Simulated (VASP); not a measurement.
Wanted: the native input for a VASP 6.6.1 run.

```yaml
Task: single point
Functional: PBE
Potentials_or_basis: VASP PAW PBE potentials, release 64 (Ta_pv)
Cutoff: 520 eV
k_mesh: 21 × 21 × 10
Occupations: gaussian, width 0.15 eV
Spin: no spin polarisation
Dipole_correction: no
Further_INCAR_settings: ALGO = Fast; EDIFF = 1e-07; NBANDS = 18
```

The structure of Ta lies in POSCAR:

```
Ta
1.0
    3.1243311036      0.0000000000      0.0000000000
   -1.5621655518      2.7057501056      0.0000000000
    0.0000000000      0.0000000000      4.4521599695
Ta
2
Direct
    0.6666666667      0.3333333333      0.7500000000
    0.3333333333      0.6666666667      0.2500000000
```

This cell differs from its parent crystal: ratio of the length along z to the lengths across it x 0.8, volume and fractional coordinates fixed.

These files were run (other wordings do the same):

INCAR

```
PREC = Accurate ; ENCUT = 520
EDIFF = 1E-7 ; ISMEAR = 0
SIGMA = 0.15 ; LREAL = False
LASPH = True ; NELM = 60
ALGO = Fast ; ISIF = 2
LWAVE = False ; LCHARG = False
GGA = PE ; NBANDS = 18
```

KPOINTS

```
regular mesh
0
Gamma
  21 21 10
```

Potentials or basis: VASP PAW PBE potentials, release 64 (Ta_pv).

The run is started by

```bash
$ cat potpaw_PBE.64/Ta_pv/POTCAR > POTCAR
$ mpirun -np 1 vasp_std > vasp.out
```

It gave:

```
Pressure               : 0.9 GPa
Band gap on the k mesh : zero (band 11 reaches 6.81 eV, above the bottom of band 12 at 4.90 eV)
```

Caveat: spin-orbit coupling is left out, which moves the levels of the heavy elements.

It took 3 min on 1 thread of AMD EPYC 9R45 (Zen 5), on a shared host, peak memory 0.24 GiB.
